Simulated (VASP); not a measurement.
# AgPt3 in VASP: a series of runs

Runs on AgPt3. Level: LDA. Tasks: electric field gradients.

All numbers are computed with VASP 6.6.1; they aren't measurements. Logs are shortened: lines on timing, memory, paths and dates and some standing lists are left out, and cuts for length are marked.

### Step 1. The cell of the first run

It takes space group Pm-3m (No. 221, cubic). The conventional cell has a = 3.900 Å, b = 3.900 Å, c = 3.900 Å, α = 90.00°, β = 90.00°, γ = 90.00°. Within 3.6 Å of Ag (site symmetry m-3m) lie 12 Pt at 2.76 Å. Within 3.6 Å of Pt (site symmetry 4/mmm) lie 4 Ag at 2.76 Å and 8 Pt at 2.76 Å.

### Step 2. Electric field gradients, LDA

INCAR reads:

```
PREC     = Accurate       # precision mode
ENCUT    = 470            # plane-wave cutoff, eV
EDIFF    = 1E-8           # SCF threshold, eV
ISMEAR   = -1             # smearing method
SIGMA    = 0.08           # smearing width, eV
LREAL    = False          # projectors in reciprocal space
LASPH    = True           # aspherical terms in the spheres
NELM     = 120            # most SCF steps
ALGO     = Normal         # electronic algorithm
ISIF     = 2              # what is computed and relaxed
LWAVE    = False          # write WAVECAR
LCHARG   = False          # write CHGCAR
GGA      = CA             # functional
LEFG     = True         
NBANDS   = 44             # bands
GGA_COMPAT= False
```

KPOINTS reads:

```
Automatic mesh
0
Gamma
  9 9 9
```

POSCAR reads:

```
AgPt3
1.0
    3.9000000000      0.0000000000      0.0000000000
    0.0000000000      3.9000000000      0.0000000000
    0.0000000000      0.0000000000      3.9000000000
Ag Pt
1 3
Direct
    0.0000000000      0.0000000000      0.0000000000
    0.0000000000      0.5000000000      0.5000000000
    0.5000000000      0.0000000000      0.5000000000
    0.5000000000      0.5000000000      0.0000000000
```

Potentials or basis: VASP PAW LDA potentials, release 64 (Ag_sv_GW, Pt_sv_GW).

On the command line:

```
cat potpaw_LDA.64/Ag_sv_GW/POTCAR potpaw_LDA.64/Pt_sv_GW/POTCAR > POTCAR
mpirun -np 1 vasp_std > vasp.out
```

OUTCAR:

```text
PREC = Accurate
   ENCUT = 470
   EDIFF = 1E-8
   ISMEAR = -1
   LREAL = False
   LASPH = True
   NELM = 120
   ISIF = 2
   GGA = CA

 ion  position               nearest neighbor table
   1  0.000  0.000  0.000-   2 2.76   3 2.76   4 2.76   2 2.76   3 2.76   2 2.76   4 2.76   2 2.76
                             3 2.76   4 2.76   3 2.76   4 2.76
   2  0.000  0.500  0.500-   1 2.76   3 2.76   4 2.76   1 2.76   4 2.76   1 2.76   3 2.76   1 2.76
                             3 2.76   4 2.76   4 2.76   3 2.76
   3  0.500  0.000  0.500-   1 2.76   2 2.76   4 2.76   1 2.76   4 2.76   2 2.76   4 2.76   4 2.76
                             1 2.76   2 2.76   1 2.76   2 2.76
   4  0.500  0.500  0.000-   1 2.76   2 2.76   3 2.76   2 2.76   3 2.76   1 2.76   3 2.76   3 2.76
                             1 2.76   2 2.76   2 2.76   1 2.76

  LATTYP: Found a simple cubic cell.
 ALAT       =     3.9000000000

  Lattice vectors:

 A1 = (   3.9000000000,   0.0000000000,   0.0000000000)
 A2 = (   0.0000000000,   3.9000000000,   0.0000000000)
 A3 = (   0.0000000000,   0.0000000000,   3.9000000000)

Analysis of symmetry for initial positions (statically):
=====================================================================
 Subroutine PRICEL returns:
 Original cell was already a primitive cell.

 Routine SETGRP: Setting up the symmetry group for a
 simple cubic supercell.

 Subroutine GETGRP returns: Found 48 space group operations
 (whereof 48 operations were pure point group operations)
 out of a pool of 48 trial point group operations.

The static configuration has the point symmetry O_h .

Analysis of symmetry for dynamics (positions and initial velocities):
=====================================================================
 Subroutine PRICEL returns:
 Original cell was already a primitive cell.

 Routine SETGRP: Setting up the symmetry group for a
 simple cubic supercell.

 Subroutine GETGRP returns: Found 48 space group operations
 (whereof 48 operations were pure point group operations)
 out of a pool of 48 trial point group operations.

The dynamic configuration has the point symmetry O_h .

 Subroutine INISYM returns: Found 48 space group operations
 (whereof 48 operations are pure point group operations),
 and found     1 'primitive' translations

[... 141 lines left out ...]
  ---------------------------------------------------
  free energy    TOTEN  =       -23.59624502 eV

  energy without entropy =      -23.52559891  energy(sigma->0) =      -23.56092196

 E-fermi :   9.9907     XC(G=0): -14.3183

 val. band max:        9.9395873294   @ k =   0.4444   0.3333   0.2222
 cond. band min:       9.9961110524   @ k =   0.4444   0.2222   0.1111
 fundamental gap:      0.0565237230
 Fermi energy:         9.9907453849

 k-point     1 :       0.0000    0.0000    0.0000
  band No.  band energies     occupation
      1     -87.9755      2.00000
      2     -87.9394      2.00000
      3     -87.9394      2.00000
      4     -81.3028      2.00000
      5     -45.0832      2.00000
      6     -45.0832      2.00000
[... 1117 lines left out ...]
     43      20.9126      0.00000
     44      22.0334      0.00000

 [... further k-points ...]
[... 5 lines left out ...]
  --------------------------------------------------------------------------------------
  -------------------------------------------------------------------------------------
  Total       -0.3925563     -0.3925563     -0.3925563      0.0000000      0.0000000      0.0000000
  in kB      -10.6027544    -10.6027544    -10.6027544      0.0000000      0.0000000      0.0000000
  external PRESSURE =     -10.6027544 kB  Pullay stress =       0.0000000 kB

 VOLUME and BASIS-vectors are now :
 -----------------------------------------------------------------------------
  energy-cutoff  :      470.00
  volume of cell :       59.32
      direct lattice vectors                 reciprocal lattice vectors
     3.900000000  0.000000000  0.000000000     0.256410256  0.000000000  0.000000000
     0.000000000  3.900000000  0.000000000     0.000000000  0.256410256  0.000000000
     0.000000000  0.000000000  3.900000000     0.000000000  0.000000000  0.256410256

 POSITION                                       TOTAL-FORCE (eV/Angst)
 -----------------------------------------------------------------------------------
      0.00000      0.00000      0.00000         0.000000      0.000000      0.000000
      0.00000      1.95000      1.95000         0.000000      0.000000      0.000000
      1.95000      0.00000      1.95000         0.000000      0.000000      0.000000
      1.95000      1.95000      0.00000         0.000000      0.000000      0.000000
 -----------------------------------------------------------------------------------
    total drift:                                0.000000      0.000000      0.000000

  FREE ENERGIE OF THE ION-ELECTRON SYSTEM (eV)
  ---------------------------------------------------
  free  energy   TOTEN  =       -23.5962450154 eV

  energy  without entropy=      -23.5255989070  energy(sigma->0) =      -23.56092196

 Electric field gradients (V/A^2)
---------------------------------------------------------------------
 ion       V_xx      V_yy      V_zz      V_xy      V_xz      V_yz
---------------------------------------------------------------------
   1      -0.000    -0.000     0.000     0.000    -0.000     0.000
   2     -20.568    10.284    10.284     0.000    -0.000     0.000
   3      10.284   -20.568    10.284    -0.000     0.000    -0.000
   4      10.284    10.284   -20.568    -0.000     0.000     0.000
---------------------------------------------------------------------

 Electric field gradients after diagonalization (V/A^2)
 (convention: |V_zz| > |V_xx| > |V_yy|)
----------------------------------------------------------------------
 ion       V_xx      V_yy      V_zz     asymmetry (V_yy - V_xx)/ V_zz
----------------------------------------------------------------------
   1      -0.000    -0.000     0.000       0.134
   2      10.284    10.284   -20.568       0.000
   3      10.284    10.284   -20.568       0.000
   4      10.284    10.284   -20.568       0.000
----------------------------------------------------------------------

           NMR quadrupolar parameters

 Cq : quadrupolar parameter    Cq=e*Q*V_zz/h
 eta: asymmetry parameters     (V_yy - V_xx)/ V_zz
 Q  : nuclear electric quadrupole moment in mb (millibarn)
----------------------------------------------------------------------
 ion       Cq(MHz)       eta       Q (mb)
----------------------------------------------------------------------
   1       0.000       0.134       1.000
   2      -0.050       0.000       1.000
   3      -0.050       0.000       1.000
   4      -0.050       0.000       1.000
----------------------------------------------------------------------
```

OSZICAR:

```text
N       E                     dE             d eps       ncg     rms          rms(c)
DAV:   1     0.118291972467E+04    0.11829E+04   -0.46982E+04  3536   0.182E+03
DAV:   2     0.655986992897E+02   -0.11173E+04   -0.10745E+04  3104   0.757E+02
DAV:   3    -0.249186303074E+02   -0.90517E+02   -0.86905E+02  4816   0.214E+02
DAV:   4    -0.284665542640E+02   -0.35479E+01   -0.34842E+01  3656   0.368E+01
DAV:   5    -0.286078254893E+02   -0.14127E+00   -0.14063E+00  4480   0.897E+00    0.124E+02
DAV:   6    -0.240922891947E+02    0.45155E+01   -0.18531E+01  4196   0.646E+01    0.626E+01
DAV:   7    -0.243058847507E+02   -0.21360E+00   -0.76715E+00  4576   0.521E+01    0.168E+01
DAV:   8    -0.236148390408E+02    0.69105E+00   -0.43093E+00  4620   0.456E+01    0.812E+00
DAV:   9    -0.236006377186E+02    0.14201E-01   -0.35857E-01  4188   0.874E+00    0.714E-01
DAV:  10    -0.235964934636E+02    0.41443E-02   -0.26197E-02  4516   0.194E+00    0.309E-01
DAV:  11    -0.235962801251E+02    0.21334E-03   -0.26789E-03  4196   0.580E-01    0.222E-01
DAV:  12    -0.235962471242E+02    0.33001E-04   -0.16128E-04  5040   0.214E-01    0.974E-02
DAV:  13    -0.235962469250E+02    0.19918E-06   -0.32475E-05  4212   0.582E-02    0.229E-02
DAV:  14    -0.235962453617E+02    0.15633E-05   -0.18621E-06  5168   0.297E-02    0.121E-02
DAV:  15    -0.235962450086E+02    0.35313E-06   -0.14631E-06  4640   0.193E-02    0.381E-03
DAV:  16    -0.235962450146E+02   -0.60445E-08   -0.18432E-07  3064   0.276E-03    0.114E-03
DAV:  17    -0.235962450154E+02   -0.76216E-09   -0.11011E-08  1896   0.286E-03
   1 F= -.23596245E+02 E0= -.23560922E+02  d E =-.706461E-01
```

Wall time 1.8 min (1 thread of AMD EPYC 7R43 (Zen 3), shared host); peak memory 0.17 GiB.

What came out:

```yaml
Free_energy: -23.5962 eV
Pressure: -1.1 GPa
Band_gap_on_the_k_mesh: zero (an odd number of electrons rules out a gap without spin polarisation)
Largest_electric_field_gradient_by_atom: Ag -0.0; Pt -20.6 V/Å²
```

Levels at points of the mesh, in eV from the Fermi level:
```csv
k point,band 34,band 35,band 36,band 37,band 38,band 39
"(0.00, 0.00, 0.00)",0.32,0.76,0.76,0.76,1.98,1.98
```

Electric field gradients, principal values (V/Å²):
```
atom   least  middle  greatest (by size)
1 Ag   0.000   0.000               0.000
2 Pt  10.284  10.284             -20.568
3 Pt  10.284  10.284             -20.568
4 Pt  10.284  10.284             -20.568
```

Caveat: without QUAD_EFG the Cq values of the log hold for a quadrupole moment of 1 mb, not for the nuclei; spin-orbit coupling is left out, which moves the levels of the heavy elements.

### Step 3. Electric field gradients, LDA (15.72 Å³/atom)

This run uses another cell than the first one, of 15.72 Å³/atom.

INCAR reads:

```
SYSTEM = AgPt3
  PREC = Accurate
  ENCUT = 470
  EDIFF = 1E-8
  ISMEAR = -1
  SIGMA = 0.08
  LREAL = .FALSE.
  LASPH = .TRUE.
  NELM = 120
  ALGO = Normal
  ISIF = 2
  LWAVE = .FALSE.
  LCHARG = .FALSE.
  GGA = CA
  LEFG = .TRUE.
  NBANDS = 44
  GGA_COMPAT = .FALSE.
```

KPOINTS reads:

```
Automatic mesh
0
G
  9 9 9
  0 0 0
```

POSCAR reads:

```
AgPt3
1.0
    3.9764900074      0.0000000000      0.0000000000
    0.0000000000      3.9764900074      0.0000000000
    0.0000000000      0.0000000000      3.9764900074
Ag Pt
1 3
Direct
    0.0000000000      0.0000000000      0.0000000000
    0.0000000000      0.5000000000      0.5000000000
    0.5000000000      0.0000000000      0.5000000000
    0.5000000000      0.5000000000      0.0000000000
```

Potentials or basis: VASP PAW LDA potentials, release 64 (Ag_sv_GW, Pt_sv_GW).

On the command line:

```
cat potpaw_LDA.64/Ag_sv_GW/POTCAR potpaw_LDA.64/Pt_sv_GW/POTCAR > POTCAR
mpirun -np 1 vasp_std > vasp.out
```

OUTCAR:

```text
SYSTEM = AgPt3
   PREC = Accurate
   ENCUT = 470
   EDIFF = 1E-8
   ISMEAR = -1
   LREAL = .FALSE.
   LASPH = .TRUE.
   NELM = 120
   ISIF = 2
   GGA = CA

 ion  position               nearest neighbor table
   1  0.000  0.000  0.000-   2 2.81   3 2.81   4 2.81   2 2.81   3 2.81   2 2.81   4 2.81   2 2.81
                             3 2.81   4 2.81   3 2.81   4 2.81
   2  0.000  0.500  0.500-   1 2.81   3 2.81   4 2.81   1 2.81   4 2.81   1 2.81   3 2.81   1 2.81
                             3 2.81   4 2.81   4 2.81   3 2.81
   3  0.500  0.000  0.500-   1 2.81   2 2.81   4 2.81   1 2.81   4 2.81   2 2.81   4 2.81   4 2.81
                             1 2.81   2 2.81   1 2.81   2 2.81
   4  0.500  0.500  0.000-   1 2.81   2 2.81   3 2.81   2 2.81   3 2.81   1 2.81   3 2.81   3 2.81
                             1 2.81   2 2.81   2 2.81   1 2.81

  LATTYP: Found a simple cubic cell.
 ALAT       =     3.9764900074

  Lattice vectors:

 A1 = (   3.9764900074,   0.0000000000,   0.0000000000)
 A2 = (   0.0000000000,   3.9764900074,   0.0000000000)
 A3 = (   0.0000000000,   0.0000000000,   3.9764900074)

[... 1336 lines left out ...]
      0.00000      1.98825      1.98825         0.000000      0.000000      0.000000
      1.98825      0.00000      1.98825         0.000000      0.000000      0.000000
      1.98825      1.98825      0.00000         0.000000      0.000000      0.000000
 -----------------------------------------------------------------------------------
    total drift:                                0.000000      0.000000      0.000000

  FREE ENERGIE OF THE ION-ELECTRON SYSTEM (eV)
  ---------------------------------------------------
  free  energy   TOTEN  =       -23.5085904395 eV

  energy  without entropy=      -23.4313227088  energy(sigma->0) =      -23.46995657

 Electric field gradients (V/A^2)
---------------------------------------------------------------------
 ion       V_xx      V_yy      V_zz      V_xy      V_xz      V_yz
---------------------------------------------------------------------
   1       0.000     0.000    -0.000    -0.000     0.000     0.000
   2     -15.622     7.811     7.811     0.000     0.000    -0.000
   3       7.811   -15.622     7.811     0.000    -0.000     0.000
   4       7.811     7.811   -15.622     0.000    -0.000    -0.000
---------------------------------------------------------------------

 Electric field gradients after diagonalization (V/A^2)
 (convention: |V_zz| > |V_xx| > |V_yy|)
----------------------------------------------------------------------
 ion       V_xx      V_yy      V_zz     asymmetry (V_yy - V_xx)/ V_zz
----------------------------------------------------------------------
   1       0.000     0.000    -0.000       0.193
   2       7.811     7.811   -15.622       0.000
   3       7.811     7.811   -15.622       0.000
   4       7.811     7.811   -15.622       0.000
----------------------------------------------------------------------

           NMR quadrupolar parameters

 Cq : quadrupolar parameter    Cq=e*Q*V_zz/h
 eta: asymmetry parameters     (V_yy - V_xx)/ V_zz
 Q  : nuclear electric quadrupole moment in mb (millibarn)
----------------------------------------------------------------------
 ion       Cq(MHz)       eta       Q (mb)
----------------------------------------------------------------------
   1      -0.000       0.193       1.000
   2      -0.038       0.000       1.000
   3      -0.038       0.000       1.000
   4      -0.038       0.000       1.000
----------------------------------------------------------------------
```

stdout:

```text
POSCAR found type information on POSCAR AgPt
 POSCAR found :  2 types and       4 ions
 scaLAPACK will be used
 LDA part: xc-table for (Slater(with rela. corr.)+CA(PZ))
 , standard interpolation
 POSCAR, INCAR and KPOINTS ok, starting setup
 FFT: planning ... GRIDC
 FFT: planning ... GRID_SOFT
 FFT: planning ... GRID
 WAVECAR not read
 entering main loop
ion   1

ion   2

ion   3

ion   4
```

Run time: 92 s. Hardware: 1 thread of Intel Xeon Platinum 8488C (Sapphire Rapids), shared host; peak memory 0.2 GiB.

Results:

```yaml
Free_energy: -23.5086 eV
Pressure: -14.5 GPa
Band_gap_on_the_k_mesh: zero (an odd number of electrons rules out a gap without spin polarisation)
Largest_electric_field_gradient_by_atom: Ag +0.0; Pt -15.6 V/Å²
```

Levels at points of the mesh, in eV from the Fermi level:
```
           k point  band 33  band 34  band 35  band 36  band 37  band 38  band 39  band 40
(0.00, 0.00, 0.00)    -0.40     0.28     0.67     0.67     0.67     2.06     2.06     2.06
```

Electric field gradients, principal values (V/Å²):
```csv
atom,least,middle,greatest (by size)
1 Ag,0.000,0.000,0.000
2 Pt,7.811,7.811,-15.622
3 Pt,7.811,7.811,-15.622
4 Pt,7.811,7.811,-15.622
```

Caveat: the cell stands under tension; without QUAD_EFG the Cq values of the log hold for a quadrupole moment of 1 mb, not for the nuclei; spin-orbit coupling is left out, which moves the levels of the heavy elements.

[end of part 1 of 2]

The gap in the log of VASP goes by the Fermi energy; the results here count the filled bands.